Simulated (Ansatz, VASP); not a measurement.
ZrZn: VASP beside Ansatz

```
CELL_PARAMETERS angstrom
3.26003 0.00000 0.00000
0.00000 3.26003 0.00000
0.00000 0.00000 3.26003
ATOMIC_POSITIONS crystal
Zr 0.50000 0.50000 0.50000
Zn 0.00000 0.00000 0.00000
```

Alike in both runs: task relaxation of cell and atoms; functional LDA; k mesh 12 × 12 × 12; occupations fermi-dirac, width 0.15 eV; no spin polarisation.

```csv
,VASP,Ansatz
version,VASP 6.6.1,Ansatz 0.2.0
potentials or method,"VASP PAW LDA potentials, release 64 (Zr_sv, Zn), cutoff 600 eV","scalar-relativistic, plane waves, PAW"
valence electrons in the cell,24,24
```

```csv
,VASP,Ansatz,Ansatz less VASP
"gap on the k mesh at the Fermi level, each at its own relaxed structure (eV)",none,none,-
relaxed volume (Å³/atom),17.38,17.34,-0.043
relaxed length of the cell vector where the two differ most in proportion (Å),3.264,3.261,-0.0027
```

LDA's correlation is that of Perdew and Zunger in VASP and of Perdew and Wang (1992) in Ansatz. A gap of «none» marks a metal or a gap that the smearing closes.
